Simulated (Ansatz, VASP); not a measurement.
**Ca: VASP beside Ansatz**

```
CELL_PARAMETERS angstrom
-2.23337 2.23337 2.23337
2.23337 -2.23337 2.23337
2.23337 2.23337 -2.23337
ATOMIC_POSITIONS crystal
Ca 0.00000 0.00000 0.00000
```

Change from the starting cell: volume scaled by 1.06, crystal datasets.

Alike in both runs: task electric field gradients; functional PBE; k mesh 13 × 13 × 13; occupations fermi-dirac, width 0.08 eV; no spin polarisation.

|  | VASP | Ansatz |
| --- | --- | --- |
| version | VASP 6.6.1 | Ansatz 0.2.0 |
| potentials or method | VASP PAW PBE potentials, release 64 (Ca_sv), cutoff 520 eV | all-electron PAW with datasets made for the crystal, scalar-relativistic |

```tsv
	VASP	Ansatz	Ansatz less VASP
pressure (GPa)	-0.9	-0.9	-0.01
```

Ansatz ran all-electron here, and VASP with PAW potentials.
